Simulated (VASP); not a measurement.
# WC in VASP: notebook

Runs on WC. Level: PBE+D3(BJ). Tasks: single point.

All numbers are computed with VASP 6.6.1; they aren't measurements. Logs are shortened: lines on timing, memory, paths and dates and some standing lists are left out, and cuts for length are marked.

**1. The cell of the first run**

The cell holds a slab with vacuum, 16 atoms: a = 5.696 Å, b = 5.595 Å, c = 17.110 Å, α = 90.00°, β = 90.00°, γ = 90.00°.

**2. Single point, PBE+D3(BJ)**

File INCAR:

```
PREC = Accurate
ENCUT = 520
EDIFF = 1E-6
ISMEAR = -1
SIGMA = 0.05
LREAL = Auto
LASPH = T
NELM = 100
ALGO = Normal
ISIF = 2
LWAVE = F
LCHARG = F
GGA = PE
IVDW = 12
NBANDS = 86
```

File KPOINTS:

```
Automatic mesh
0
Gamma
  3 3 1
```

File POSCAR:

```
WC
1.0
    5.6955400000      0.0000000000      0.0000000000
    0.0000000000      5.5945400000      0.0000000000
    0.0000000000      0.0000000000     17.1104020000
W C
8 8
Direct
    0.0000000000      0.0000000000      0.0584439805
    0.2789726698      0.0225040843      0.2205442046
    0.0000000000      0.5000053624      0.0584439805
    0.2474216668      0.5213475996      0.2088612529
    0.5000052673      0.0000000000      0.0584439805
    0.7478132012     -0.0168557200      0.2067981804
    0.5000052673      0.5000053624      0.0584439805
    0.7461803446      0.4762143090      0.2073417094
    0.5143673822      0.2131542540      0.1500549198
    0.4893126903      0.3051367941      0.2966441116
    0.4882241192      0.7268515374      0.1629593507
    0.0763931076      0.7978135825      0.2912146658
    1.0039961092      0.2462579587      0.1592014027
    0.7112231676      0.2137441148      0.2965272236
    1.0047510859      0.7453159688      0.1467469905
    0.8751760149      0.6243587498      0.2984149642
```

Potentials or basis: VASP PAW PBE potentials, release 64 (W_sv, C).

Command:

```sh
$ cat potpaw_PBE.64/W_sv/POTCAR potpaw_PBE.64/C/POTCAR > POTCAR
$ mpirun -np 1 vasp_std > vasp.out
```

OUTCAR:

```text
PREC = Accurate
   ENCUT = 520
   EDIFF = 1E-6
   ISMEAR = -1
   LREAL = Auto
   LASPH = T
   NELM = 100
   ISIF = 2
   GGA = PE
   IVDW = 12
 IVDW          = 12

 ion  position               nearest neighbor table
   1  0.000  0.000  0.058-  15 2.08  13 2.21   3 2.80   3 2.80   5 2.85   5 2.85   6 2.92   2 3.20

   2  0.279  0.023  0.221-  12 2.09   9 2.10  13 2.26  11 2.26  10 2.37  15 2.54   6 2.69   4 2.80
                             4 2.82   6 3.04   5 3.05   1 3.20
   3  0.000  0.500  0.058-  15 2.04  13 2.23   1 2.80   1 2.80   7 2.85   7 2.85   8 2.93   4 2.94

   4  0.247  0.521  0.209-  11 1.95  15 2.15  13 2.24  12 2.31  10 2.37   9 2.51  16 2.68   2 2.80
                             2 2.82   8 2.85   8 2.87   3 2.94   7 2.95
   5  0.500  0.000  0.058-   9 1.97  11 2.35   7 2.80   7 2.80   1 2.85   1 2.85   6 2.91   2 3.05

   6  0.748  0.983  0.207-  14 2.02   9 2.09  11 2.19  13 2.23  15 2.23  12 2.58  16 2.65   2 2.69
                             8 2.76   8 2.84   5 2.91   1 2.92   2 3.04
   7  0.500  0.500  0.058-  11 2.19   9 2.24   5 2.80   5 2.80   3 2.85   3 2.85   8 2.91   4 2.95

   8  0.746  0.476  0.207-  16 1.91  13 2.12  14 2.13  11 2.17   9 2.21  10 2.32  15 2.35   6 2.76
                             6 2.84   4 2.85   4 2.87   7 2.91   3 2.93
   9  0.514  0.213  0.150-   5 1.97   6 2.09   2 2.10   8 2.21   7 2.24   4 2.51
  10  0.489  0.305  0.297-  14 1.36   8 2.32   4 2.37   2 2.37
  11  0.488  0.727  0.163-   4 1.95   8 2.17   6 2.19   7 2.19   2 2.26   5 2.35
  12  0.076  0.798  0.291-  16 1.51   2 2.09   4 2.31   6 2.58
  13  0.004  0.246  0.159-   8 2.12   1 2.21   6 2.23   3 2.23   4 2.24   2 2.26
  14  0.711  0.214  0.297-  10 1.36   6 2.02   8 2.13
  15  0.005  0.745  0.147-   3 2.04   1 2.08   4 2.15   6 2.23   8 2.35   2 2.54
  16  0.875  0.624  0.298-  12 1.51   8 1.91   6 2.65   4 2.68

  LATTYP: Found a simple orthorhombic cell.
 ALAT       =     5.5945400000
 B/A-ratio  =     1.0180533163
 C/A-ratio  =     3.0584108792

  Lattice vectors:

 A1 = (   0.0000000000,  -5.5945400000,   0.0000000000)
 A2 = (   5.6955400000,   0.0000000000,   0.0000000000)
 A3 = (   0.0000000000,   0.0000000000,  17.1104020000)

Analysis of symmetry for initial positions (statically):
=====================================================================
 Subroutine PRICEL returns:
 Original cell was already a primitive cell.

 Routine SETGRP: Setting up the symmetry group for a
 simple orthorhombic supercell.

 Subroutine GETGRP returns: Found  1 space group operations
 (whereof  1 operations were pure point group operations)
 out of a pool of  8 trial point group operations.

The static configuration has the point symmetry C_1 .

Analysis of symmetry for dynamics (positions and initial velocities):
=====================================================================
 Subroutine PRICEL returns:
 Original cell was already a primitive cell.

 Routine SETGRP: Setting up the symmetry group for a
 simple orthorhombic supercell.

 Subroutine GETGRP returns: Found  1 space group operations
 (whereof  1 operations were pure point group operations)
 out of a pool of  8 trial point group operations.

The dynamic configuration has the point symmetry C_1 .

 Subroutine INISYM returns: Found  1 space group operations
 (whereof  1 operations are pure point group operations),
 and found     1 'primitive' translations

----------------------------------------------------------------------------------------

                                     Primitive cell

  volume of cell :     545.2046

  direct lattice vectors                    reciprocal lattice vectors
     5.695540000  0.000000000  0.000000000     0.175575977  0.000000000  0.000000000
     0.000000000  5.594540000  0.000000000     0.000000000  0.178745706  0.000000000
     0.000000000  0.000000000 17.110402000     0.000000000  0.000000000  0.058443980

  length of vectors
     5.695540000  5.594540000 17.110402000     0.175575977  0.178745706  0.058443980

  position of ions in fractional coordinates (direct lattice)
     0.000000000  0.000000000  0.058443981
     0.278972670  0.022504084  0.220544205
     0.000000000  0.500005362  0.058443981
     0.247421667  0.521347600  0.208861253
     0.500005267  0.000000000  0.058443981
     0.747813201  0.983144280  0.206798180
[... 8 lines left out ...]
     0.004751086  0.745315969  0.146746990
     0.875176015  0.624358750  0.298414964

  ion indices of the primitive-cell ions
   primitive index   ion index
                 1           1
                 2           2
                 3           3
                 4           4
                 5           5
                 6           6
[... 8 lines left out ...]
                15          15
                16          16

----------------------------------------------------------------------------------------

 KPOINTS: Automatic mesh

Automatic generation of k-mesh.
 Grid dimensions read from file:
 generate k-points for:    3    3    1

 Generating k-lattice:

  Cartesian coordinates                     Fractional coordinates (reciprocal lattice)
     0.058525326  0.000000000  0.000000000     0.333333333  0.000000000  0.000000000
     0.000000000  0.059581902  0.000000000     0.000000000  0.333333333  0.000000000
     0.000000000  0.000000000  0.058443980     0.000000000  0.000000000  1.000000000

  Length of vectors
     0.058525326  0.059581902  0.058443980

  Shift w.r.t. Gamma in fractional coordinates (k-lattice)
     0.000000000  0.000000000  0.000000000

 Subroutine IBZKPT returns following result:
 ===========================================

 Found      5 irreducible k-points:

 Following reciprocal coordinates:
            Coordinates               Weight
  0.000000  0.000000  0.000000      1.000000
  0.333333  0.000000  0.000000      2.000000
  0.000000  0.333333  0.000000      2.000000
  0.333333  0.333333  0.000000      2.000000
 -0.333333  0.333333  0.000000      2.000000
   k-points           NKPTS =      5   k-points in BZ     NKDIM =      5   number of bands    NBANDS=     86
   number of dos      NEDOS =    301   number of ions     NIONS =     16
   total plane-waves  NPLWV = 225792
   dimension x,y,z NGX =    42 NGY =   42 NGZ =  128
   dimension x,y,z NGXF=    84 NGYF=   84 NGZF=  256
   ions per type =               8   8
   NGX,Y,Z   is equivalent  to a cutoff of  12.26, 12.48, 12.44 a.u.
   NGXF,Y,Z  is equivalent  to a cutoff of  24.52, 24.96, 24.87 a.u.
 SYSTEM =  unknown system
   PREC   = accura    normal or accurate (medium, high low for compatibility)
   ISTART =      0    job   : 0-new  1-cont  2-samecut
   ICHARG =      2    charge: 1-file 2-atom 10-const
   ISPIN  =      1    spin polarized calculation?
   LNONCOLLINEAR =      F non collinear calculations
   LSORBIT =      F    spin-orbit coupling
   LASPH  =      T    aspherical Exc in radial PAW
   ENCUT  =  520.0 eV  38.22 Ry    6.18 a.u.  10.59 10.40 31.81*2*pi/ulx,y,z
   NELM   =    100;   NELMIN=  2; NELMDL= -5     # of ELM steps
   EDIFF  = 0.1E-05   stopping-criterion for ELM
   LREAL  =      T    real-space projection
   EDIFFG = 0.1E-04   stopping-criterion for IOM
   NSW    =      0    number of steps for IOM
   IBRION =     -1    ionic relax: 0-MD 1-quasi-New 2-CG
   NFREE  =      0    steps in history (QN), initial steepest desc. (CG)
   ISIF   =      2    stress and relaxation
   ISYM   =      2    0-nonsym 1-usesym 2-fastsym
   POTIM  = 0.5000    time-step for ionic-motion
   TEBEG  =    0.0;   TEEND  =   0.0 temperature during run
   PSTRESS=    0.0 pullay stress
   NELECT =     144.0000    total number of electrons
   NUPDOWN=      -1.0000    fix difference up-down
   EMIN   =  10.00;   EMAX   =-10.00  energy-range for DOS
   EFERMI =   0.00;   METHOD = LEGACY
   ISMEAR =    -1;   SIGMA  =   0.05  broadening in eV -4-tet -1-fermi 0-gaus
   EFERMI_NEDOS =   21; number of points for ismear=-14 and -15
   IALGO  =     38    algorithm
   IMIX   =      4    mixing-type and parameters
     AMIX     =   0.40;   BMIX     =  1.00
     AMIX_MAG =   1.60;   BMIX_MAG =  1.00
  volume/ion in A,a.u.               =      34.08       229.95
  Fermi-wavevector in a.u.,A,eV,Ry     =   1.050370  1.984912 15.011010  1.103278
  Thomas-Fermi vector in A             =   2.185371
   LORBIT       =      0    0 simple, 1 ext, 2 COOP (PROOUT), +10 PAW based schemes
   GGA     = PE    functional components
   LHFCALC =     F    Hartree Fock is set to
   AEXX    =    0.0000 exact exchange contribution
   IVDW    =    12    specifies the selected vdW correction
   LEPSILON=     F    determine dielectric tensor
   LRPA    =     F    only Hartree local field effects (RPA)
 non-spin polarized calculation
  energy-cutoff  :      520.00
  volume of cell :      545.20
 maximum number of plane-waves:     14731
 NGX is ok and might be reduce to    42
   NGX = 21   NGY = 21   NGZ = 63

 number of electron     143.9999983 magnetization

 Free energy of the ion-electron system (eV)
  ---------------------------------------------------
  ext. energy  EPLUGINS =         0.00000000
  ---------------------------------------------------
  free energy    TOTEN  =      -157.23902206 eV

  energy without entropy =     -157.15112703  energy(sigma->0) =     -157.19507455

 E-fermi :   0.0222     XC(G=0):  -5.5393

 val. band max:        0.0112065575   @ k =  -0.3333   0.3333   0.0000
 cond. band min:       0.0374216571   @ k =   0.3333   0.3333   0.0000
 fundamental gap:      0.0262150996
 Fermi energy:         0.0222415433

 k-point     1 :       0.0000    0.0000    0.0000
  band No.  band energies     occupation
      1     -74.6019      2.00000
      2     -74.5703      2.00000
      3     -74.5317      2.00000
      4     -74.4266      2.00000
      5     -74.3860      2.00000
      6     -74.3668      2.00000
[... 424 lines left out ...]
     83       1.4740      0.00000
     84       1.6598      0.00000
 [bands above 84 left out]

------------------------ aborting loop because EDIFF is reached ----------------------------------------

 Edisp (eV)   -4.21227

 E8    (eV) :    -2.0058

  FORCE on cell =-STRESS in cart. coord.  units (eV):
  Direction    XX          YY          ZZ          XY          YZ          ZX
  --------------------------------------------------------------------------------------
  -------------------------------------------------------------------------------------
  Total     -22.57802    -6.94095     1.06690     3.56312     4.62563    -0.59959
  in kB     -66.34940   -20.39716     3.13527    10.47083    13.59320    -1.76199
  external pressure =      -27.87 kB  Pullay stress =        0.00 kB

 VOLUME and BASIS-vectors are now :
 -----------------------------------------------------------------------------
  energy-cutoff  :      520.00
  volume of cell :      545.20
      direct lattice vectors                 reciprocal lattice vectors
     5.695540000  0.000000000  0.000000000     0.175575977  0.000000000  0.000000000
     0.000000000  5.594540000  0.000000000     0.000000000  0.178745706  0.000000000
     0.000000000  0.000000000 17.110402000     0.000000000  0.000000000  0.058443980

 POSITION                                       TOTAL-FORCE (eV/Angst)
 -----------------------------------------------------------------------------------
      0.00000      0.00000      1.00000         0.171041      0.148368      0.830894
      1.58890      0.12590      3.77360        -2.713955     -2.053392     -0.688556
      0.00000      2.79730      1.00000         0.030107     -0.616141      0.276823
      1.40920      2.91670      3.57370        -1.247137     -2.593608      1.692146
      2.84780      0.00000      1.00000        -0.143034     -0.833165     -0.366237
      4.25920      5.50024      3.53840         2.959402     -2.076549     -0.621491
[... 8 lines left out ...]
      0.02706      4.16970      2.51090        -0.653735      0.398862      0.430387
      4.98460      3.49300      5.10600         5.801130      4.832499      0.739249
 -----------------------------------------------------------------------------------
    total drift:                               -0.027979      0.008499      0.002956

  FREE ENERGIE OF THE ION-ELECTRON SYSTEM (eV)
  ---------------------------------------------------
  free  energy   TOTEN  =      -161.4512887117 eV

  energy  without entropy=     -161.3633936822  energy(sigma->0) =     -161.40734120
```

It took 17 min on 1 thread of AMD EPYC 7R13, shared host; peak memory 0.53 GiB.

What came out:

| Property | Result |
| --- | --- |
| Free energy | -161.4513 eV |
| Largest force | 7.586 eV/Å |
| Band gap on the k mesh | zero (band 72 reaches 0.22 eV, above the bottom of band 73 at -0.08 eV) |
| Dispersion energy per atom | -0.263 eV |

Forces in eV/Å, atoms in the order of the input:
```
W    0.171  0.148  0.831
W   -2.714 -2.053 -0.689
W    0.030 -0.616  0.277
W   -1.247 -2.594  1.692
W   -0.143 -0.833 -0.366
W    2.959 -2.077 -0.621
W   -0.199 -0.507  0.536
W   -1.091  0.783 -1.725
C   -0.163  2.525 -0.523
C    0.375 -0.196 -1.265
C    1.578  2.236 -1.449
C   -2.748 -2.007  0.676
C    1.124 -0.353 -0.458
C   -3.080  0.314  1.914
C   -0.654  0.399  0.430
C    5.801  4.832  0.739
```

Caveat: the k points lie up to 0.37 Å⁻¹ apart; spin-orbit coupling is left out, which moves the levels of the heavy elements.

[end of part 1 of 2]
